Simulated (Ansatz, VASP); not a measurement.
# Hg: VASP beside Ansatz

```
Hg
1.0
     2.85521    0.00000    0.00000
     0.00000    2.85521    0.00000
     0.00000    0.00000    2.85521
Hg
1
Direct
  0.00000 0.00000 0.00000
```

Alike in both runs: task single point; functional LDA; k mesh 18 × 18 × 18; occupations fermi-dirac, width 0.1 eV; no spin polarisation.

|  | VASP | Ansatz |
| --- | --- | --- |
| version | VASP 6.6.1 | Ansatz 0.2.0 |
| potentials or method | VASP PAW LDA potentials, release 64 (Hg_sv_GW), cutoff 550 eV | plane waves (420 eV) with PAW, scalar-relativistic |
| valence electrons in the cell | 20 | 20 |

```csv
,VASP,Ansatz,Ansatz less VASP
pressure (GPa),2.5,2.4,-0.06
```

Ansatz warns that its potentials were made for another functional, while VASP's fit it. LDA's correlation is that of Perdew and Zunger in VASP and of Perdew and Wang (1992) in Ansatz.

Neither program's run includes spin-orbit coupling.
